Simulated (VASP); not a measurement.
Here is a VASP 6.6.1 calculation.

Contents of INCAR:

```
ALGO = Normal
EDIFF = 1E-6
ENCUT = 520
GGA = PE
GGA_COMPAT = False
ISIF = 2
ISMEAR = -1
LASPH = True
LCHARG = True
LORBIT = 11
LORBMOM = True
LREAL = False
LSORBIT = True
LVHAR = True
LWAVE = False
MAGMOM = 0 0 0 0 0 0
NBANDS = 22
NELM = 150
PREC = Accurate
SIGMA = 0.05
```

File KPOINTS:

```
k-points
0
Gamma
  7 7 7
```

POSCAR

```
As
1.0
    1.8807968987      1.0858785957      3.5140619945
   -1.8807968987      1.0858785957      3.5140619945
    0.0000000000     -2.1717571915      3.5140619945
As
2
Direct
    0.2260000000      0.2260000000      0.2260000000
    0.7740000000      0.7740000000      0.7740000000
```

Potentials or basis: VASP PAW PBE potentials, release 64 (As).

The run is started by

```sh
$ cat potpaw_PBE.64/As/POTCAR > POTCAR
$ mpirun -np 1 vasp_ncl > vasp.out
```

Task: Estimate the pressure.

Result: 4.0 GPa.

Task: Predict the net moment.

Result: 0.00 μB per cell.

Task: What does it give for the largest force?

Result: 0.451 eV/Å.

Forces on the atoms (eV/Å):
```
As   0.000  0.000  0.451
As   0.000  0.000 -0.451
```
